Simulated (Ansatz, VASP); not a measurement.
## C in VASP and in Ansatz

```xyz
2
Lattice="0.0000 1.7714 1.7714 1.7714 0.0000 1.7714 1.7714 1.7714 0.0000" Properties=species:S:1:pos:R:3 pbc="T T T"
C     2.6571    2.6571    2.6571
C     1.7714    1.7714    1.7714
```

Alike in both runs: task single point; functional BHLYP; k mesh 7 × 7 × 7; occupations fermi-dirac, width 0.05 eV; no spin polarisation.

|  | VASP | Ansatz |
| --- | --- | --- |
| version | VASP 6.6.1 | Ansatz 0.2.0 |
| potentials or method | VASP PAW PBE potentials, release 64 (C) | Ansatz PAW |
| plane-wave cutoff (eV) | 520 | 420 |
| valence electrons in the cell | 8 | 8 |

|  | VASP | Ansatz | Ansatz less VASP |
| --- | --- | --- | --- |
| gap on the k mesh at the Fermi level (eV) | 8.64 | 8.60 | -0.039 |
| least direct gap on the mesh (eV) | 10.24 | 10.19 | -0.053 |
| pressure (GPa) | 0.7 | -0.3 | -0.94 |

VASP's potentials were made for PBE, not for BHLYP.

The k mesh is coarse, so the values compare programs but aren't converged. Noted on Ansatz's run: odd divisions of the mesh miss points on the zone boundary, where band edges often lie, so the gap on the mesh can be too wide.
